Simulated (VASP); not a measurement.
Here is a VASP 6.6.1 calculation.

INCAR

```
PREC     = Accurate       # precision mode
ENCUT    = 600            # plane-wave cutoff, eV
EDIFF    = 1E-6           # SCF threshold, eV
ISMEAR   = -1             # smearing method
SIGMA    = 0.1            # smearing width, eV
LREAL    = False          # projectors in reciprocal space
LASPH    = True           # aspherical terms in the spheres
NELM     = 60             # most SCF steps
ALGO     = Normal         # electronic algorithm
ISIF     = 3              # what is computed and relaxed
LWAVE    = False          # write WAVECAR
LCHARG   = False          # write CHGCAR
IBRION   = 2              # ionic algorithm
NSW      = 60             # ionic steps
EDIFFG   = -0.005         # ionic threshold
PSTRESS  = 2400.0
```

File KPOINTS:

```
Automatic mesh
0
Gamma
  18 18 10
```

Contents of POSCAR:

```
Ge
1.0
    2.3502137541      0.0000000000      0.0000000000
   -1.1751068770      2.0353448154      0.0000000000
    0.0000000000      0.0000000000      3.8073462816
Ge
2
Direct
    0.3333333333      0.6666666667      0.2500000000
    0.6666666667      0.3333333333      0.7500000000
```

Potentials or basis: VASP PAW LDA potentials, release 64 (Ge_d).

Command:

```console
$ cat potpaw_LDA.64/Ge_d/POTCAR > POTCAR
$ mpirun -np 1 vasp_std > vasp.out
```

Q: Predict the relaxed cell.

A: a = 2.345 Å, b = 2.345 Å, c = 3.839 Å, α = 90.00°, β = 90.00°, γ = 120.00°.

Q: Predict the band gap on the k mesh.

A: Zero (bands 14 and 15 overlap by 18.49 eV).

Q: Predict the relaxed volume.

A: 9.14 Å³/atom.

Q: Estimate the space group after relaxing (to 0.1 Å).

A: P6_3/mmc (No. 194).

Stress tensor (GPa, compression positive):
```
240.08   0.00   0.00
  0.00 240.08   0.00
  0.00   0.00 239.99
```

Caveat: the cell is relaxed towards a set pressure, so the run minimises the enthalpy, not the energy.
